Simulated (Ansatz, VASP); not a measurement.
# Nb: VASP beside Ansatz

```
Nb
1.0
     2.82263    0.00000    0.00000
    -1.41132    2.44447    0.00000
     0.00000    0.00000   10.64425
Nb
4
Direct
  0.33333 0.66667 0.37921
  0.66667 0.33333 0.87921
  0.66667 0.33333 0.62079
  0.33333 0.66667 0.12079
```

Alike in both runs: task relaxation of cell and atoms; functional PBEsol; k mesh 18 × 18 × 6; occupations gaussian, width 0.1 eV; no spin polarisation.

```csv
,VASP,Ansatz
version,VASP 6.6.1,Ansatz 0.2.0
potentials or method,"VASP PAW PBE potentials, release 64 (Nb_sv), cutoff 600 eV","scalar-relativistic, plane waves, PAW"
valence electrons in the cell,52,52
```

```tsv
	VASP	Ansatz	Ansatz less VASP
gap on the k mesh at the Fermi level, each at its own relaxed structure (eV)	none	none	-
relaxed volume (Å³/atom)	18.33	18.36	+0.025
relaxed cell length with the largest relative difference (Å)	2.837	2.838	+0.0013
```

VASP's potentials were made for PBE, not for PBEsol. A gap of «none» marks a metal or a gap that the smearing closes.
